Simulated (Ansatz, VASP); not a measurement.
# Si: VASP beside Ansatz

Contents of POSCAR:

```
Si
1.0
    0.0000000000      2.7154700000      2.7154700000
    2.7154700000      0.0000000000      2.7154700000
    2.7154700000      2.7154700000      0.0000000000
Si
2
Direct
    0.3342828313      0.5000000000      0.5000000000
    0.7500000000      0.7500000000      0.7500000000
```

The input INCAR.step1:

```
SYSTEM = Si
ALGO = Normal
EDIFF = 1E-4
ENCUT = 520
GGA = PE
ISMEAR = 0
LASPH = .TRUE.
LCHARG = .FALSE.
LREAL = .FALSE.
LWAVE = .TRUE.
NBANDS = 11
NELM = 80
PREC = Accurate
SIGMA = 0.05
```

Contents of INCAR.step2:

```
SYSTEM = Si
ALGO = Normal
EDIFF = 1E-6
ENCUT = 520
ISIF = 2
ISMEAR = 0
ISTART = 1
LASPH = .TRUE.
LCHARG = .FALSE.
LMIXTAU = .TRUE.
LREAL = .FALSE.
LWAVE = .FALSE.
METAGGA = R2SCAN
NBANDS = 11
NELM = 80
PREC = Accurate
SIGMA = 0.05
```

The input KPOINTS:

```
k-points
0
G
  10 10 10
  0 0 0
```

Input for Ansatz:

```yaml
crystal:
  lattice:
    - [0.0, 2.71547, 2.71547]
    - [2.71547, 0.0, 2.71547]
    - [2.71547, 2.71547, 0.0]
  atoms:
    - { symbol: Si, position: [0.3342828313, 0.5, 0.5] }
    - { symbol: Si, position: [0.75, 0.75, 0.75] }
basis:
  ecutwfc: 500
kpoints:
  mp_grid: { grid: [10, 10, 10] }
hamiltonian:
  xc: r2scan
scf:
  occupations: { method: gaussian, width: 0.05 }
output:
  forces: true
  stress: true
  eigenvalues: true
```

Alike in both runs: task single point; functional r2SCAN; k mesh 10 × 10 × 10; occupations gaussian, width 0.05 eV; no spin polarisation.

```csv
,VASP,Ansatz
version,VASP 6.6.1,Ansatz 0.2.0
potentials or method,"VASP PAW PBE potentials, release 64 (Si), cutoff 520 eV","scalar-relativistic, plane waves, PAW"
valence electrons in the cell,8,8
```

Ansatz gave:

- gap on the k mesh at the Fermi level (eV): none
- pressure (GPa): 17.8
- traceless stress, the component that is largest in VASP (GPa): -24.66
- rms of the force components (eV/Å): 6.854

**Question.** Estimate VASP's values.

**Answer.** gap on the k mesh at the Fermi level (eV): none; pressure (GPa): 17.3; traceless stress, the component that is largest in VASP (GPa): -24.30; rms of the force components (eV/Å): 6.791.

VASP's potentials were made for PBE, not for r2SCAN. Atom by atom the forces differ by 0.063 eV/Å (rms over components). A gap of «none» marks a metal or a gap that the smearing closes.
